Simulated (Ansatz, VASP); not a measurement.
**Two plane-wave programs on Mo**

```
CELL_PARAMETERS angstrom
-1.37117 -2.37493 0.00000
1.37117 -2.37493 0.00000
0.00000 0.00000 11.96828
ATOMIC_POSITIONS crystal
Mo 0.00000 0.00000 0.72878
Mo 0.00000 0.00000 0.10411
Mo 0.00000 0.00000 0.31233
Mo 0.00000 0.00000 0.52056
```

Alike in both runs: task single point; functional PBEsol; k mesh 25 × 25 × 6; occupations gaussian, width 0.15 eV; no spin polarisation.

```csv
,VASP,Ansatz
version,VASP 6.6.1,Ansatz 0.2.0
potentials or method,"VASP PAW PBE potentials, release 64 (Mo_sv), cutoff 520 eV","scalar-relativistic, plane waves, PAW"
valence electrons in the cell,56,56
```

|  | VASP | Ansatz | Ansatz less VASP |
| --- | --- | --- | --- |
| gap on the k mesh at the Fermi level (eV) | none | none | - |
| pressure (GPa) | -4.2 | -4.6 | -0.41 |
| traceless stress, the component that is largest in VASP (GPa) | -0.20 | -0.30 | -0.102 |
| rms of the force components (eV/Å) | 0.239 | 0.237 | -0.0019 |

VASP's potentials were made for PBE, not for PBEsol. Atom by atom the forces differ by 0.013 eV/Å (rms over components). A gap of «none» marks a metal or a gap that the smearing closes. The functional is the same, so the differences come from potentials, cutoffs and numerics.
